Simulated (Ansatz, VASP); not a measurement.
MgO in VASP and in Ansatz

INCAR

```
PREC = Accurate
ENCUT = 520
EDIFF = 1E-7
ISMEAR = 0
SIGMA = 0.05
LREAL = False
LASPH = True
NELM = 60
ALGO = Normal
ISIF = 2
LWAVE = False
LCHARG = True
GGA = PS
LELF = True
LVHAR = True
NBANDS = 16
```

KPOINTS

```
regular mesh
0
Gamma
  9 9 6
```

Contents of POSCAR:

```
MgO
1.0
    3.3722815741      0.0000000000      0.0000000000
   -1.6861407870      2.9204815119      0.0000000000
    0.0000000000      0.0000000000      4.8166297723
Mg O
2 2
Direct
    0.3333333333      0.6666666667     -0.0435585739
    0.6666666667      0.3333333333      0.4564414261
    0.3333333333      0.6666666667      0.4009416620
    0.6666666667      0.3333333333      0.9009416620
```

Input for Ansatz:

```yaml
crystal:
  lattice:
    - [3.3722815741, 0.0, 0.0]
    - [-1.686140787, 2.9204815119, 0.0]
    - [0.0, 0.0, 4.8166297723]
  atoms:
    - { symbol: Mg, position: [0.3333333333, 0.6666666667, -0.0435585739] }
    - { symbol: Mg, position: [0.6666666667, 0.3333333333, 0.4564414261] }
    - { symbol: O, position: [0.3333333333, 0.6666666667, 0.400941662] }
    - { symbol: O, position: [0.6666666667, 0.3333333333, 0.900941662] }
basis:
  ecutwfc: 520.0
kpoints:
  mp_grid: { grid: [9, 9, 6] }
hamiltonian:
  xc: pbesol
  pseudopotentials: { kind: paw, azcp: { folder: soft_1 } }
scf:
  occupations: { method: gaussian, width: 0.05 }
output:
  forces: true
  stress: true
  eigenvalues: true
```

Alike in both runs: task single point; functional PBEsol; k mesh 9 × 9 × 6; occupations gaussian, width 0.05 eV; no spin polarisation.

```csv
,VASP,Ansatz
version,VASP 6.6.1,Ansatz 0.2.0
potentials or method,"VASP PAW PBE potentials, release 64 (Mg, O), cutoff 520 eV","scalar-relativistic, plane waves, PAW"
valence electrons in the cell,16,32
```

|  | VASP | Ansatz | Ansatz less VASP |
| --- | --- | --- | --- |
| gap on the k mesh at the Fermi level (eV) | 2.95 | 2.96 | +0.009 |
| least direct gap on the mesh (eV) | 2.95 | 2.96 | +0.009 |
| pressure (GPa) | -2.7 | -2.4 | +0.33 |
| traceless stress, the component that is largest in VASP (GPa) | -6.06 | -6.02 | +0.044 |
| rms of the force components (eV/Å) | 0.187 | 0.183 | -0.0035 |

VASP's potentials were made for PBE, not for PBEsol, and Ansatz warns of the same on its side. Atom by atom the forces differ by 0.003 eV/Å (rms over components). VASP's potentials hold 16 valence electrons a cell and Ansatz's 32, so a difference there can come from the potentials and not from the codes.
